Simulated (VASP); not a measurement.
Here is a VASP 6.6.1 calculation.

File INCAR:

```
PREC     = Accurate       # precision mode
ENCUT    = 520            # plane-wave cutoff, eV
EDIFF    = 1E-6           # SCF threshold, eV
ISMEAR   = -1             # smearing method
SIGMA    = 0.15           # smearing width, eV
LREAL    = False          # projectors in reciprocal space
LASPH    = True           # aspherical terms in the spheres
NELM     = 100            # most SCF steps
ALGO     = Normal         # electronic algorithm
ISIF     = 2              # what is computed and relaxed
LWAVE    = False          # write WAVECAR
LCHARG   = True           # write CHGCAR
GGA      = PE             # functional
LELF     = True           # ELF
LVHAR    = True         
NBANDS   = 36             # bands
```

KPOINTS

```
regular mesh
0
Gamma
  12 12 12
```

File POSCAR:

```
CdHg2Se3
1.0
   -2.2074386029      2.2074386029      9.3491757379
    2.2074386029     -2.2074386029      9.3491757379
    2.2074386029      2.2074386029     -9.3491757379
Cd Hg Se
1 2 3
Direct
    0.5000000000      0.5000000000      0.0000000000
    0.8339441036      0.8339441036      0.0000000000
    0.1660558964      0.1660558964      0.0000000000
    0.2500000000      0.7500000000      0.5000000000
    0.5819192722      0.0819192722      0.5000000000
    0.9180807278      0.4180807278      0.5000000000
```

Potentials or basis: VASP PAW PBE potentials, release 64 (Cd, Hg, Se).

Command:

```sh
$ cat potpaw_PBE.64/Cd/POTCAR potpaw_PBE.64/Hg/POTCAR potpaw_PBE.64/Se/POTCAR > POTCAR
$ mpirun -np 1 vasp_std > vasp.out
```

Question: Estimate the pressure.

Answer: 0.2 GPa.

Question: Estimate the band gap on the k mesh.

Answer: Zero (filled and empty bands touch).

Caveat: semilocal functionals underestimate gaps, so a narrow gap can read as zero; spin-orbit coupling is left out, which moves the levels of the heavy elements.
